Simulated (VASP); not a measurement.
# MgO (P6_3mc) in VASP: notebook

Runs on MgO. Level: PBEsol. Tasks: single point.

All numbers are computed with VASP 6.6.1; they aren't measurements. Logs are shortened: lines on timing, memory, paths and dates and some standing lists are left out, and cuts for length are marked.

## (1) The cell of the first run

Symmetry: P6_3mc, No. 186, hexagonal system. The conventional cell has a = 3.372 Å, b = 3.372 Å, c = 4.817 Å, α = 90.00°, β = 90.00°, γ = 120.00°. Within 2.6 Å of Mg (site symmetry 3m) lie 4 O at 1.98 to 2.03 Å. Within 2.6 Å of O (site symmetry 3m) lie 4 Mg at 1.98 to 2.03 Å.

## (2) Single point, PBEsol (c/a of the conventional cell at fixed volume 1.4283)

Input file INCAR:

```
SYSTEM = MgO
PREC = Accurate
ENCUT = 520
EDIFF = 1E-6
ISMEAR = 0
SIGMA = 0.05
LREAL = .FALSE.
LASPH = .TRUE.
NELM = 80
ALGO = Normal
ISIF = 2
LWAVE = .FALSE.
LCHARG = .TRUE.
GGA = PS
LELF = .TRUE.
LVHAR = .TRUE.
NBANDS = 16
```

Input file KPOINTS:

```
regular mesh
0
G
  9 9 6
  0 0 0
```

Input file POSCAR:

```
MgO
1.0
    3.3722815741      0.0000000000      0.0000000000
   -1.6861407870      2.9204815119      0.0000000000
    0.0000000000      0.0000000000      4.8166297723
Mg O
2 2
Direct
    0.3333333333      0.6666666667     -0.0199501180
    0.6666666667      0.3333333333      0.4800498820
    0.3333333333      0.6666666667      0.4009416620
    0.6666666667      0.3333333333      0.9009416620
```

Potentials or basis: VASP PAW PBE potentials, release 64 (Mg, O).

On the command line:

```sh
cat potpaw_PBE.64/Mg/POTCAR potpaw_PBE.64/O/POTCAR > POTCAR
mpirun -np 1 vasp_std > vasp.out
```

OUTCAR:

```text
SYSTEM = MgO
   PREC = Accurate
   ENCUT = 520
   EDIFF = 1E-6
   ISMEAR = 0
   LREAL = .FALSE.
   LASPH = .TRUE.
   NELM = 80
   ISIF = 2
   GGA = PS

 ion  position               nearest neighbor table
   1  0.333  0.667  0.980-   4 1.98   4 1.98   4 1.98   3 2.03   3 2.79   2 3.10   2 3.10   2 3.10
                             2 3.10   2 3.10   2 3.10
   2  0.667  0.333  0.480-   3 1.98   3 1.98   3 1.98   4 2.03   4 2.79   1 3.10   1 3.10   1 3.10
                             1 3.10   1 3.10   1 3.10
   3  0.333  0.667  0.401-   2 1.98   2 1.98   2 1.98   1 2.03   1 2.79
   4  0.667  0.333  0.901-   1 1.98   1 1.98   1 1.98   2 2.03   2 2.79

  LATTYP: Found a hexagonal cell.
 ALAT       =     3.3722815741
 C/A-ratio  =     1.4283000000

  Lattice vectors:

 A1 = (   3.3722815741,   0.0000000000,   0.0000000000)
 A2 = (  -1.6861407870,   2.9204815119,   0.0000000000)
 A3 = (   0.0000000000,   0.0000000000,   4.8166297723)

Analysis of symmetry for initial positions (statically):
=====================================================================
 Subroutine PRICEL returns:
 Original cell was already a primitive cell.

 Routine SETGRP: Setting up the symmetry group for a
 hexagonal supercell.

 Subroutine GETGRP returns: Found 12 space group operations
 (whereof  6 operations were pure point group operations)
 out of a pool of 24 trial point group operations.

The static configuration has the point symmetry C_3v.
 The point group associated with its full space group is C_6v.

Analysis of symmetry for dynamics (positions and initial velocities):
=====================================================================
 Subroutine PRICEL returns:
 Original cell was already a primitive cell.

 Routine SETGRP: Setting up the symmetry group for a
 hexagonal supercell.

 Subroutine GETGRP returns: Found 12 space group operations
 (whereof  6 operations were pure point group operations)
 out of a pool of 24 trial point group operations.

The dynamic configuration has the point symmetry C_3v.
 The point group associated with its full space group is C_6v.

 Subroutine INISYM returns: Found 12 space group operations
 (whereof  6 operations are pure point group operations),
 and found     1 'primitive' translations

----------------------------------------------------------------------------------------

                                     Primitive cell

  volume of cell :      47.4375

  direct lattice vectors                    reciprocal lattice vectors
     3.372281574  0.000000000  0.000000000     0.296535143  0.171204645  0.000000000
    -1.686140787  2.920481512  0.000000000     0.000000000  0.342409290  0.000000000
     0.000000000  0.000000000  4.816629772     0.000000000  0.000000000  0.207614047

  length of vectors
     3.372281574  3.372281574  4.816629772     0.342409290  0.342409290  0.207614047

  position of ions in fractional coordinates (direct lattice)
     0.333333333  0.666666667  0.980049882
     0.666666667  0.333333333  0.480049882
     0.333333333  0.666666667  0.400941662
     0.666666667  0.333333333  0.900941662

  ion indices of the primitive-cell ions
   primitive index   ion index
                 1           1
                 2           2
                 3           3
                 4           4

----------------------------------------------------------------------------------------

 KPOINTS: regular mesh

Automatic generation of k-mesh.
 Grid dimensions read from file:
 generate k-points for:    9    9    6

 Generating k-lattice:

  Cartesian coordinates                     Fractional coordinates (reciprocal lattice)
     0.032948349  0.019022738  0.000000000     0.111111111  0.000000000  0.000000000
     0.000000000  0.038045477  0.000000000     0.000000000  0.111111111  0.000000000
     0.000000000  0.000000000  0.034602341     0.000000000  0.000000000  0.166666667

  Length of vectors
     0.038045477  0.038045477  0.034602341

  Shift w.r.t. Gamma in fractional coordinates (k-lattice)
     0.000000000  0.000000000  0.000000000

[... 53 lines left out ...]
      2     -14.1998      2.00000
      3      -1.7949      2.00000
      4      -0.9183      2.00000
      5      -0.3339      2.00000
      6      -0.1676      2.00000
[... 8 lines left out ...]
     15      15.7029      0.00000
     16      15.8633      0.00000

 k-point     4 :       0.3333   -0.0000    0.0000
  band No.  band energies     occupation
      1     -14.7240      2.00000
      2     -14.1924      2.00000
      3      -1.6536      2.00000
      4      -1.3138      2.00000
      5      -0.7620      2.00000
      6      -0.3341      2.00000
[... 8 lines left out ...]
     15      15.1305      0.00000
     16      15.9970      0.00000

 k-point     5 :       0.4444    0.0000    0.0000
  band No.  band energies     occupation
      1     -14.5468      2.00000
      2     -14.2221      2.00000
      3      -2.0584      2.00000
      4      -1.0345      2.00000
      5      -0.8383      2.00000
      6      -0.4319      2.00000
[... 8 lines left out ...]
     15      14.9053      0.00000
     16      16.3444      0.00000

 k-point     6 :       0.1111    0.1111    0.0000
  band No.  band energies     occupation
      1     -14.9872      2.00000
      2     -14.2066      2.00000
      3      -1.8978      2.00000
      4      -0.5871      2.00000
      5      -0.4581      2.00000
      6       0.0724      2.00000
[... 8 lines left out ...]
     15      15.6839      0.00000
     16      16.2589      0.00000
[... 267 lines left out ...]
 k-point    21 :       0.4444    0.1111    0.1667
  band No.  band energies     occupation
      1     -14.4705      2.00000
      2     -14.2525      2.00000
      3      -2.1264      2.00000
      4      -1.3141      2.00000
      5      -0.7354      2.00000
      6      -0.2655      2.00000
[... 8 lines left out ...]
     15      14.4957      0.00000
     16      16.4676      0.00000

 k-point    22 :       0.2222    0.2222    0.1667
  band No.  band energies     occupation
      1     -14.5869      2.00000
      2     -14.2266      2.00000
      3      -1.6752      2.00000
      4      -1.5390      2.00000
      5      -0.5336      2.00000
      6      -0.4453      2.00000
[... 8 lines left out ...]
     15      14.5796      0.00000
     16      16.9942      0.00000

 k-point    23 :       0.3333    0.2222    0.1667
  band No.  band energies     occupation
      1     -14.4377      2.00000
      2     -14.2601      2.00000
      3      -1.8904      2.00000
      4      -1.3312      2.00000
      5      -0.9445      2.00000
      6      -0.1764      2.00000
[... 8 lines left out ...]
     15      14.3499      0.00000
     16      17.0097      0.00000

 k-point    24 :       0.3333    0.3333    0.1667
  band No.  band energies     occupation
      1     -14.3289      2.00000
      2     -14.3289      2.00000
      3      -1.7683      2.00000
      4      -1.2332      2.00000
      5      -1.2332      2.00000
      6      -0.2717      2.00000
[... 8 lines left out ...]
     15      14.2426      0.00000
     16      17.8761      0.00000

 [... further k-points ...]
[... 5 lines left out ...]
  --------------------------------------------------------------------------------------
  -------------------------------------------------------------------------------------
  Total       -0.5862217     -0.5862217     -0.7702955     -0.0000000      0.0000000      0.0000000
  in kB      -19.7993480    -19.7993480    -26.0163519     -0.0000000      0.0000000      0.0000000
  external PRESSURE =     -21.8716826 kB  Pullay stress =       0.0000000 kB

 VOLUME and BASIS-vectors are now :
 -----------------------------------------------------------------------------
  energy-cutoff  :      520.00
  volume of cell :       47.44
      direct lattice vectors                 reciprocal lattice vectors
     3.372281574  0.000000000  0.000000000     0.296535143  0.171204645  0.000000000
    -1.686140787  2.920481512  0.000000000     0.000000000  0.342409290  0.000000000
     0.000000000  0.000000000  4.816629772     0.000000000  0.000000000  0.207614047

 POSITION                                       TOTAL-FORCE (eV/Angst)
 -----------------------------------------------------------------------------------
     -0.00000      1.94699      4.72054         0.000000     -0.000000      0.042370
      1.68614      0.97349      2.31222         0.000000     -0.000000      0.042370
     -0.00000      1.94699      1.93119        -0.000000      0.000000     -0.042370
      1.68614      0.97349      4.33950        -0.000000     -0.000000     -0.042370
 -----------------------------------------------------------------------------------
    total drift:                               -0.000000      0.000000      0.000221

  FREE ENERGIE OF THE ION-ELECTRON SYSTEM (eV)
  ---------------------------------------------------
  free  energy   TOTEN  =       -24.5434605208 eV

  energy  without entropy=      -24.5434605208  energy(sigma->0) =      -24.54346052
```

Run time: 74 s. Hardware: 1 thread of AMD EPYC 7R13, shared host; peak memory 0.16 GiB.

Results:

```yaml
Free_energy: -24.5435 eV
Pressure: -2.2 GPa
Largest_force: 0.042 eV/Å
Band_gap_on_the_k_mesh: 3.10 eV, direct
```

Forces on the atoms (eV/Å):
```
Mg   0.000  0.000  0.042
Mg   0.000  0.000  0.042
O    0.000  0.000 -0.042
O    0.000  0.000 -0.042
```

Caveat: the PAW data sets were made with another functional, which shifts forces and pressure a little. A k mesh can miss the band edges.

## (3) Single point, PBEsol (c/a of the conventional cell at fixed volume 1.5194)

Input file INCAR:

```
SYSTEM = MgO
  PREC = Accurate
  ENCUT = 520
  EDIFF = 1E-6
  ISMEAR = 0
  SIGMA = 0.05
  LREAL = .FALSE.
  LASPH = .TRUE.
  NELM = 60
  ALGO = Normal
  ISIF = 2
  LWAVE = .FALSE.
  LCHARG = .FALSE.
  GGA = PS
  NBANDS = 16
```

Input file KPOINTS:

```
Automatic mesh
0
G
  9 9 6
  0 0 0
```

Input file POSCAR:

```
MgO
1.0
    3.3034678116      0.0000000000      0.0000000000
   -1.6517339058      2.8608870454      0.0000000000
    0.0000000000      0.0000000000      5.0193879762
Mg O
2 2
Direct
    0.3333333333      0.6666666667      0.0154725274
    0.6666666667      0.3333333333      0.5154725274
    0.3333333333      0.6666666667      0.4009416620
    0.6666666667      0.3333333333      0.9009416620
```

Potentials or basis: VASP PAW PBE potentials, release 64 (Mg, O).

On the command line:

```sh
cat potpaw_PBE.64/Mg/POTCAR potpaw_PBE.64/O/POTCAR > POTCAR
mpirun -np 1 vasp_std > vasp.out
```

It took 84 s on 1 thread of AMD EPYC 7R13, shared host; peak memory 0.16 GiB.

It converged, with:

| Property | Result |
| --- | --- |
| Free energy | -24.5240 eV |
| Pressure | 0.3 GPa |
| Largest force | 0.480 eV/Å |
| Band gap on the k mesh | 3.44 eV, direct |

Forces in eV/Å, atoms in the order of the input:
```
Mg   0.000  0.000 -0.480
Mg   0.000  0.000 -0.480
O    0.000  0.000  0.480
O    0.000  0.000  0.480
```

Stress tensor (GPa, compression positive):
```
-2.00  0.00  0.00
 0.00 -2.00  0.00
 0.00  0.00  4.82
```

Levels at points of the mesh, in eV from the valence-band top:
```
           k point  band 4  band 5  band 6  band 7  band 8  band 9  band 10  band 11  band 12  band 13
(0.00, 0.00, 0.00)   -0.61   -0.61   -0.29   -0.29    0.00    3.44     8.37    10.21    14.07    14.07
(0.00, 0.00, 0.50)   -1.98   -0.45   -0.45   -0.45   -0.45    5.89     5.89    13.11    13.11    14.58
```

Caveat: the PAW data sets were made with another functional, which shifts forces and pressure a little. A k mesh can miss the band edges.

## (4) Single point, PBEsol (c/a of the conventional cell at fixed volume 1.5802)

Input file INCAR:

```
SYSTEM = MgO
PREC = Accurate
ENCUT = 520
EDIFF = 1E-6
ISMEAR = 0
SIGMA = 0.05
LREAL = .False.
LASPH = .True.
NELM = 100
ALGO = Normal
ISIF = 2
LWAVE = .False.
LCHARG = .False.
GGA = PS
NBANDS = 16
```

Input file KPOINTS:

```
regular mesh
0
Gamma
  9 9 6
  0 0 0
```

Input file POSCAR:

```
MgO
1.0
    3.2605657016      0.0000000000      0.0000000000
   -1.6302828508      2.8237327283      0.0000000000
    0.0000000000      0.0000000000      5.1523459217
Mg O
2 2
Direct
    0.3333333333      0.6666666667     -0.0081359286
    0.6666666667      0.3333333333      0.4918640714
    0.3333333333      0.6666666667      0.4009416620
    0.6666666667      0.3333333333      0.9009416620
```

On the command line:

```sh
cat potpaw_PBE.64/Mg/POTCAR potpaw_PBE.64/O/POTCAR > POTCAR
mpirun -np 1 vasp_std > vasp.out
```

Run time: 66 s. Hardware: 1 thread of AMD EPYC 7R13, shared host; peak memory 0.15 GiB.

It converged, with:

```yaml
Free_energy: -24.4625 eV
Pressure: 0.9 GPa
Largest_force: 0.602 eV/Å
Band_gap_on_the_k_mesh: 3.33 eV, direct
```

Forces in eV/Å, atoms in the order of the input:
```
Mg   0.000  0.000  0.602
Mg   0.000  0.000  0.602
O    0.000  0.000 -0.602
O    0.000  0.000 -0.602
```

Stress tensor (GPa, compression positive):
```
 4.84  0.00  0.00
 0.00  4.84  0.00
 0.00  0.00 -7.07
```

Levels at points of the mesh, in eV from the valence-band top:
| k point | band 5 | band 6 | band 7 | band 8 | band 9 | band 10 | band 11 | band 12 |
| --- | --- | --- | --- | --- | --- | --- | --- | --- |
| (0.00, 0.00, 0.00) | -0.72 | -0.44 | -0.44 | 0.00 | 3.33 | 8.53 | 9.92 | 14.41 |
| (0.00, 0.00, 0.50) | -0.59 | -0.59 | -0.59 | -0.59 | 5.87 | 5.87 | 12.75 | 12.75 |

Caveat: the PAW data sets were made with another functional, which shifts forces and pressure a little.

## (5) Single point, PBEsol (c/a of the conventional cell at fixed volume 1.4587)

Input file INCAR:

```
SYSTEM = MgO
ALGO = Normal ; EDIFF = 1E-6
ENCUT = 520 ; GGA = PS
ISIF = 2 ; ISMEAR = 0
LASPH = .True. ; LCHARG = .False.
LREAL = .False. ; LWAVE = .False.
NBANDS = 16 ; NELM = 100
PREC = Accurate ; SIGMA = 0.05
```

Input file KPOINTS:

```
k-points
0
Gamma
  9 9 6
  0 0 0
```

Input file POSCAR:

```
MgO
1.0
    3.3486902732      0.0000000000      0.0000000000
   -1.6743451366      2.9000508460      0.0000000000
    0.0000000000      0.0000000000      4.8847345015
Mg O
2 2
Direct
    0.3333333333      0.6666666667     -0.0317643073
    0.6666666667      0.3333333333      0.4682356927
    0.3333333333      0.6666666667      0.4009416620
    0.6666666667      0.3333333333      0.9009416620
```

On the command line:

```sh
cat potpaw_PBE.64/Mg/POTCAR potpaw_PBE.64/O/POTCAR > POTCAR
mpirun -np 1 vasp_std > vasp.out
```

Run time: 76 s. Hardware: 1 thread of AMD EPYC 7R13, shared host; peak memory 0.16 GiB.

It converged, with:

- Free energy: -24.4986 eV
- Pressure: -1.8 GPa
- Largest force: 0.376 eV/Å
- Band gap on the k mesh: 3.04 eV, direct

Forces in eV/Å, atoms in the order of the input:
```
Mg   0.000  0.000  0.376
Mg   0.000  0.000  0.376
O    0.000  0.000 -0.376
O    0.000  0.000 -0.376
```

Stress tensor (GPa, compression positive):
```
 0.91  0.00  0.00
 0.00  0.91  0.00
 0.00  0.00 -7.25
```

Levels at points of the mesh, in eV from the valence-band top:
```tsv
k point	band 4	band 5	band 6	band 7	band 8	band 9	band 10	band 11	band 12	band 13
(0.00, 0.00, 0.00)	-1.18	-1.18	-0.76	-0.76	0.00	3.04	8.35	10.14	13.46	13.46
(0.00, 0.00, 0.50)	-2.22	-0.98	-0.98	-0.98	-0.98	5.74	5.74	12.97	12.97	13.89
```

Caveat: the PAW data sets were made with another functional, which shifts forces and pressure a little.

## (6) Single point, PBEsol (c/a of the conventional cell at fixed volume 1.4890)

Input file INCAR:

```
SYSTEM = MgO
PREC     = Accurate       ! precision mode
ENCUT    = 520            ! plane-wave cutoff, eV
EDIFF    = 1E-6           ! SCF threshold, eV
ISMEAR   = 0              ! smearing method
SIGMA    = 0.05           ! smearing width, eV
LREAL    = .FALSE.        ! projectors in reciprocal space
LASPH    = .TRUE.         ! aspherical terms in the spheres
NELM     = 80             ! most SCF steps
ALGO     = Normal         ! electronic algorithm
ISIF     = 2              ! what is computed and relaxed
LWAVE    = .FALSE.        ! write WAVECAR
LCHARG   = .FALSE.        ! write CHGCAR
GGA      = PS             ! functional
NBANDS   = 16             ! bands
```

Input file KPOINTS:

```
Automatic mesh
0
G
  9 9 6
  0 0 0
```

Input file POSCAR:

```
MgO
1.0
    3.3258200135      0.0000000000      0.0000000000
   -1.6629100067      2.8802446201      0.0000000000
    0.0000000000      0.0000000000      4.9521460001
Mg O
2 2
Direct
    0.3333333333      0.6666666667      0.0036583380
    0.6666666667      0.3333333333      0.5036583380
    0.3333333333      0.6666666667      0.4009416620
    0.6666666667      0.3333333333      0.9009416620
```

Potentials or basis: VASP PAW PBE potentials, release 64 (Mg, O).

On the command line:

```sh
cat potpaw_PBE.64/Mg/POTCAR potpaw_PBE.64/O/POTCAR > POTCAR
mpirun -np 1 vasp_std > vasp.out
```

Wall time 72 s (1 thread of AMD EPYC 7R13, shared host); peak memory 0.16 GiB.

It converged, with:

| Property | Result |
| --- | --- |
| Free energy | -24.5425 eV |
| Pressure | -0.5 GPa |
| Largest force | 0.216 eV/Å |
| Band gap on the k mesh | 3.32 eV, direct |

Forces in eV/Å, atoms in the order of the input:
```
Mg   0.000  0.000 -0.216
Mg   0.000  0.000 -0.216
O    0.000  0.000  0.216
O    0.000  0.000  0.216
```

Stress tensor (GPa, compression positive):
```
-1.83  0.00  0.00
 0.00 -1.83  0.00
 0.00  0.00  2.19
```

Levels at points of the mesh, in eV from the valence-band top:
```csv
k point,band 4,band 5,band 6,band 7,band 8,band 9,band 10,band 11,band 12,band 13
"(0.00, 0.00, 0.00)",-0.80,-0.80,-0.44,-0.44,0.00,3.32,8.33,10.25,13.81,13.81
"(0.00, 0.00, 0.50)",-2.04,-0.62,-0.62,-0.62,-0.62,5.84,5.84,13.14,13.14,14.30
```

Caveat: the PAW data sets were made with another functional, which shifts forces and pressure a little. A k mesh can miss the band edges.

## (7) Overview

| cell | gap on the mesh (eV) | pressure (GPa) | largest force (eV/Å) |
| --- | --- | --- | --- |
| a = 3.372, b = 3.372, c = 4.817 Å, angles 90.0, 90.0, 120.0°, 4 atoms | 3.10 | -2.2 | 0.04 |
| a = 3.303, b = 3.303, c = 5.019 Å, angles 90.0, 90.0, 120.0°, 4 atoms | 3.44 | 0.3 | 0.48 |
| a = 3.261, b = 3.261, c = 5.152 Å, angles 90.0, 90.0, 120.0°, 4 atoms | 3.33 | 0.9 | 0.60 |
| a = 3.349, b = 3.349, c = 4.885 Å, angles 90.0, 90.0, 120.0°, 4 atoms | 3.04 | -1.8 | 0.38 |
| a = 3.326, b = 3.326, c = 4.952 Å, angles 90.0, 90.0, 120.0°, 4 atoms | 3.32 | -0.5 | 0.22 |

Alike in all rows: task single point; level PBEsol; potentials or basis VASP PAW PBE potentials, release 64 (Mg, O); no spin polarisation; k mesh 9 × 9 × 6; cutoff (eV) 520; smearing gaussian 0.05 eV.

Caveats: the PAW data sets were made with another functional, which shifts forces and pressure a little.

Absolute energies hang on the potentials; compare differences alone.
